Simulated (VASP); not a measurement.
# AlGa3N4: single point with PBEsol

Crystal: AlGa3N4.

```
Al Ga N
1.0
     5.14235    0.00000    0.00012
     0.00000    3.16498    0.00000
    -0.00359    0.00000    5.47849
Al Ga N
1 3 4
Direct
  0.00060 0.50000 0.66736
  0.49912 0.50000 0.33492
  0.49903 0.00000 0.83156
  0.99986 0.00000 0.16618
  0.10384 0.50000 0.35070
  0.10182 0.00000 0.83698
  0.60462 0.00000 0.17682
  0.61541 0.50000 0.67790
```

This cell differs from its parent crystal: all N atoms moved +0.100 Å, as atom 5 towards its neighbour atom 8 (N) at 3.087 Å.

```
Program             : VASP 6.6.1
Task                : single point
Functional          : PBEsol
Potentials or basis : VASP PAW PBE potentials, release 64 (Al, Ga_d, N)
Cutoff              : 520 eV
k mesh              : 6 × 8 × 6
Occupations         : gaussian, width 0.05 eV
Spin                : no spin polarisation
```

```
Pressure               : 0.9 GPa
Largest force          : 1.487 eV/Å
Band gap on the k mesh : 2.28 eV, direct
```

Forces in eV/Å, atoms in the order of the input:
```
Al  -0.962  0.000  1.134
Ga  -0.802  0.000  0.792
Ga  -0.769  0.000  0.813
Ga  -0.740  0.000  0.898
N    0.832  0.000 -1.123
N    0.750  0.000 -0.900
N    0.798  0.000 -0.831
N    0.894  0.000 -0.784
```

Stress tensor (GPa, compression positive):
```
-4.43  0.00 -2.23
 0.00  3.38  0.00
-2.23  0.00  3.76
```

Levels at points of the mesh, in eV from the valence-band top:
```
           k point  band 29  band 30  band 31  band 32  band 33  band 34
(0.00, 0.00, 0.00)    -0.23    -0.17     0.00     2.28     4.41     5.01
(0.50, 0.00, 0.00)    -0.75    -0.64    -0.38     4.29     4.43     4.47
(0.00, 0.50, 0.00)    -2.36    -1.74    -1.68     5.72     5.76     6.74
(0.50, 0.50, 0.00)    -1.44    -1.38    -1.36     5.54     5.72     5.92
(0.00, 0.00, 0.50)    -0.65    -0.58    -0.50     4.46     4.59     5.93
(0.50, 0.00, 0.50)    -1.46    -1.45    -1.19     5.21     5.32     5.41
(0.00, 0.50, 0.50)    -2.03    -1.28    -1.15     4.65     5.06     5.57
(0.50, 0.50, 0.50)    -1.70    -1.60    -1.55     4.25     4.38     4.43
```

Wall time 7.6 min on 1 thread of Oxide Virtual Turin-like Processor, on a shared host, peak memory 0.36 GiB.

Caveat: the cell differs from its parent crystal (all N atoms moved +0.100 Å, as atom 5 towards its neighbour atom 8 (N) at 3.087 Å); the PAW data sets were made with another functional, which shifts forces and pressure a little.
